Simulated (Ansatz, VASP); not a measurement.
**Re: VASP beside Ansatz**

The input POSCAR:

```
Re
1.0
    2.7598270443      0.0000000000      0.0000000000
   -1.3799135221      2.3900803304      0.0000000000
    0.0000000000      0.0000000000      4.4572270891
Re
2
Direct
    0.3333333333      0.6666666667      0.2500000000
    0.6666666667      0.3333333333      0.7500000000
```

Contents of INCAR.step1:

```
PREC     = Accurate       # precision mode
ENCUT    = 520            # plane-wave cutoff, eV
ISMEAR   = 0              # smearing method
SIGMA    = 0.01           # smearing width, eV
LREAL    = False          # projectors in reciprocal space
LASPH    = True           # aspherical terms in the spheres
NELM     = 60             # most SCF steps
NBANDS   = 14             # bands
GGA      = PE             # functional
ALGO     = Normal         # electronic algorithm
EDIFF    = 1E-4           # SCF threshold, eV
LWAVE    = True           # write WAVECAR
LCHARG   = False          # write CHGCAR
```

Contents of INCAR.step2:

```
PREC     = Accurate       # precision mode
ENCUT    = 520            # plane-wave cutoff, eV
EDIFF    = 1E-6           # SCF threshold, eV
ISMEAR   = 0              # smearing method
SIGMA    = 0.01           # smearing width, eV
LREAL    = False          # projectors in reciprocal space
LASPH    = True           # aspherical terms in the spheres
NELM     = 60             # most SCF steps
ALGO     = Normal         # electronic algorithm
ISIF     = 2              # what is computed and relaxed
LWAVE    = False          # write WAVECAR
LCHARG   = True           # write CHGCAR
METAGGA  = R2SCAN         # meta-GGA
LMIXTAU  = True         
LELF     = True           # ELF
LVHAR    = True         
NBANDS   = 14             # bands
ISTART   = 1
```

The input KPOINTS:

```
Automatic mesh
0
Gamma
  13 13 7
```

Input for Ansatz:

```yaml
crystal:
  lattice:
    - [2.7598270443, 0.0, 0.0]
    - [-1.3799135221, 2.3900803304, 0.0]
    - [0.0, 0.0, 4.4572270891]
  atoms:
    - { symbol: Re, position: [0.3333333333, 0.6666666667, 0.25] }
    - { symbol: Re, position: [0.6666666667, 0.3333333333, 0.75] }
hamiltonian:
  xc: r2scan
  pseudopotentials:
    kind: paw
    azcp:
      Re: "pseudopotentials/Re.paw.azcp"
basis:
  ecutwfc: 500
  fft_grid_basis: typed
kpoints:
  mp_grid: { grid: [13, 13, 7], shift: [0, 0, 0] }
magnetization:
  spin_polarized: false
scf:
  occupations: { method: gaussian, width: 0.01 }
  lower_state_search: "off"
output:
  stress: true
```

Alike in both runs: task single point; functional r2SCAN; k mesh 13 × 13 × 7; occupations gaussian, width 0.01 eV; no spin polarisation.

|  | VASP | Ansatz |
| --- | --- | --- |
| version | VASP 6.6.1 | Ansatz 0.2.0 |
| potentials or method | VASP PAW PBE potentials, release 64 (Re), cutoff 520 eV | plane waves (500 eV) with PAW, scalar-relativistic |
| valence electrons in the cell | 14 | 30 |

```tsv
	VASP	Ansatz	Ansatz less VASP
pressure (GPa)	-0.1	-0.2	-0.09
traceless stress, the component that is largest in VASP (GPa)	-0.15	-0.09	+0.056
```

VASP's potentials were made for PBE, not for r2SCAN. With one functional, cell and mesh, what is left measures potentials, basis and numerics. VASP's potentials hold 14 valence electrons a cell and Ansatz's 30, so a difference there can come from the potentials and not from the codes.

Neither program's run includes spin-orbit coupling.
